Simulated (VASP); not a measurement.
# Au: single point with PBEsol

Au:

```
CELL_PARAMETERS angstrom
2.84894 0.00000 0.00000
-1.42447 2.46725 0.00000
0.00000 0.00000 4.84719
ATOMIC_POSITIONS crystal
Au 0.33333 0.66667 0.25000
Au 0.66667 0.33333 0.75000
```

| Item | Value |
| --- | --- |
| Program | VASP 6.6.1 |
| Task | single point |
| Functional | PBEsol |
| Potentials or basis | VASP PAW PBE potentials, release 64 (Au) |
| Cutoff | 520 eV |
| k mesh | 12 × 12 × 6 |
| Occupations | gaussian, width 0.1 eV |
| Spin | no spin polarisation |
| Dipole correction | no |
| Further INCAR settings | ALGO = Normal; EDIFF = 1e-06; NBANDS = 18 |

| Property | Result |
| --- | --- |
| Pressure | -0.2 GPa |
| Band gap on the k mesh | zero (band 11 reaches 13.59 eV, above the bottom of band 12 at 6.65 eV) |

Stress tensor (GPa, compression positive):
```
-0.23  0.00  0.00
 0.00 -0.23  0.00
 0.00  0.00 -0.08
```

Levels at points of the mesh, in eV from the Fermi level:
| k point | band 8 | band 9 | band 10 | band 11 | band 12 | band 13 | band 14 | band 15 |
| --- | --- | --- | --- | --- | --- | --- | --- | --- |
| (0.00, 0.00, 0.00) | -3.47 | -3.47 | -2.16 | -2.16 | -1.28 | 2.53 | 14.64 | 15.47 |
| (0.50, 0.00, 0.00) | -1.95 | -1.80 | -1.63 | 0.40 | 1.65 | 5.65 | 7.21 | 7.29 |
| (0.00, 0.00, 0.50) | -4.60 | -2.61 | -2.61 | -2.61 | -2.61 | 10.33 | 10.33 | 14.95 |
| (0.50, 0.00, 0.50) | -2.41 | -1.70 | -1.70 | 0.43 | 0.43 | 4.02 | 4.02 | 13.02 |

Wall time 20 s on 1 thread of AMD EPYC 9R45 96-Core Processor (Zen 5), on a shared host, peak memory 0.15 GiB.

Caveat: the PAW data sets were made with another functional, which shifts forces and pressure a little; spin-orbit coupling is left out, which moves the levels of the heavy elements.
